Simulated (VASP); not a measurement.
Mn: single point with PBE

Mn:

```
Mn
1.0
     0.00000    2.07845    2.07845
     2.07845    0.00000    2.07845
     2.07845    2.07845    0.00000
Mn
2
Direct
  0.87500 0.87500 0.87500
  0.12500 0.12500 0.12500
```

This isn't the form of Mn at room conditions, which is a 58-atom cubic cell.

```
Program             : VASP 6.6.1
Task                : single point
Functional          : PBE
Potentials or basis : VASP PAW PBE potentials, release 64 (Mn_pv)
Cutoff              : 520 eV
k mesh              : 16 × 16 × 16
Occupations         : fermi-dirac, width 0.08 eV
Spin                : collinear spin, ferromagnetic start
Starting moments    : [3.0, 3.0] μB
```

* Pressure: 254.8 GPa
* Band gap on the k mesh: zero (filled and empty bands overlap)
* Net moment: 0.00 μB per cell

Levels at points of the mesh, in eV from the Fermi level:
Spin up:
```
           k point  band 11  band 12  band 13  band 14  band 15  band 16
(0.00, 0.00, 0.00)    -3.18    -3.18     0.44     0.44     0.44     4.00
(0.50, 0.00, 0.00)    -3.61    -3.40    -0.10     1.78     1.78     3.33
(0.50, 0.50, 0.00)    -0.73    -0.73     0.27     0.27     3.67     3.67
```
Spin down:
```tsv
k point	band 9	band 10	band 11	band 12	band 13	band 14	band 15	band 16	band 17	band 18
(0.00, 0.00, 0.00)	-4.93	-3.18	-3.18	-3.18	0.44	0.44	0.44	4.00	4.00	18.00
(0.50, 0.00, 0.00)	-4.68	-3.61	-3.61	-3.40	-0.10	1.78	1.78	3.33	3.33	6.06
(0.50, 0.50, 0.00)	-3.51	-3.51	-0.73	-0.73	0.27	0.27	3.67	3.67	5.67	5.67
```

Run time: 39 s on 1 thread of Intel(R) Xeon(R) 6975P-C (Granite Rapids), on a shared host, peak memory 0.21 GiB.

Caveat: atoms lie so close that the PAW spheres overlap strongly, which falsifies energies and pressures; the cell stands under pressure.
